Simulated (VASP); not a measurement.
Write the native input for VASP 6.6.1 that does the following.

- Task: single point
- Functional: LDA
- Potentials or basis: VASP PAW LDA potentials, release 64 (K_sv, Ta_sv_GW, O)
- Cutoff: 700 eV
- k mesh: 8 × 8 × 8
- Occupations: gaussian, width 0.05 eV
- Spin: no spin polarisation
- Dipole correction: no
- Further INCAR settings: ALGO = Normal; EDIFF = 1e-06; NBANDS = 28

The structure of KTaO3 lies in POSCAR:

```
KTaO3
1.0
    3.9909476257      0.1036609773      0.1036609773
    0.1036609773      3.9909476257      0.1036609773
    0.1036609773      0.1036609773      3.9909476257
K Ta O
1 1 3
Direct
    0.5000000000      0.5000000000      0.5000000000
    0.0000000000      0.0000000000      0.0000000000
    0.5000000000      0.0000000000      0.0000000000
    0.0000000000      0.5000000000      0.0000000000
    0.0000000000      0.0000000000      0.5000000000
```

This cell differs from its parent crystal: ratio of the length along [111] to the lengths across it x 1.08, volume and fractional coordinates fixed.

These files were run (other wordings do the same):

INCAR

```
ALGO = Normal
EDIFF = 1E-6
ENCUT = 700
GGA_COMPAT = F
ISIF = 2
ISMEAR = 0
LASPH = T
LCHARG = F
LREAL = F
LWAVE = F
NBANDS = 28
NELM = 120
PREC = Accurate
SIGMA = 0.05
```

KPOINTS

```
k-points
0
Gamma
  8 8 8
```

Potentials or basis: VASP PAW LDA potentials, release 64 (K_sv, Ta_sv_GW, O).

The run is started by

```bash
$ cat potpaw_LDA.64/K_sv/POTCAR potpaw_LDA.64/Ta_sv_GW/POTCAR potpaw_LDA.64/O/POTCAR > POTCAR
$ mpirun -np 1 vasp_std > vasp.out
```

Results of the run:

| Quantity | Value |
| --- | --- |
| Pressure | -5.1 GPa |
| Band gap on the k mesh | 1.88 eV (least direct gap 2.39 eV) |

Caveat: the cell stands under tension; spin-orbit coupling is left out, which moves the levels of the heavy elements.

It took 2.9 min on 1 thread of Intel(R) Xeon(R) Platinum 8259CL CPU @ 2.50GHz (Skylake/Cascade Lake), with other jobs on the host, peak memory 0.31 GiB.
